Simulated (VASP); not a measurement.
Input of a VASP 6.6.1 run:

Contents of INCAR:

```
  PREC = Accurate
  ENCUT = 520
  EDIFF = 1E-6
  ISMEAR = -1
  SIGMA = 0.02
  LREAL = F
  LASPH = T
  NELM = 80
  ALGO = Normal
  ISIF = 2
  LWAVE = F
  LCHARG = F
  GGA = PS
  NBANDS = 15
```

Contents of KPOINTS:

```
regular mesh
0
Gamma
  6 6 6
```

The input POSCAR:

```
BaS
1.0
    0.0000000000      3.1670025260      3.1670025260
    3.1670025260      0.0000000000      3.1670025260
    3.1670025260      3.1670025260      0.0000000000
Ba S
1 1
Direct
    0.0000000000      0.0000000000      0.0000000000
    0.5000000000      0.5000000000      0.5000000000
```

Potentials or basis: VASP PAW PBE potentials, release 64 (Ba_sv, S).

Launch:

```sh
$ cat potpaw_PBE.64/Ba_sv/POTCAR potpaw_PBE.64/S/POTCAR > POTCAR
$ mpirun -np 1 vasp_std > vasp.out
```

Q: What does it give for the pressure?

A: 0.6 GPa.

Q: Estimate the band gap on the k mesh.

A: 1.93 eV, indirect (least direct gap 2.06 eV).

Caveat: the PAW data sets were made with another functional, which shifts forces and pressure a little; spin-orbit coupling is left out, which moves the levels of the heavy elements. As with any semilocal functional, this PBEsol gap is likely too small.
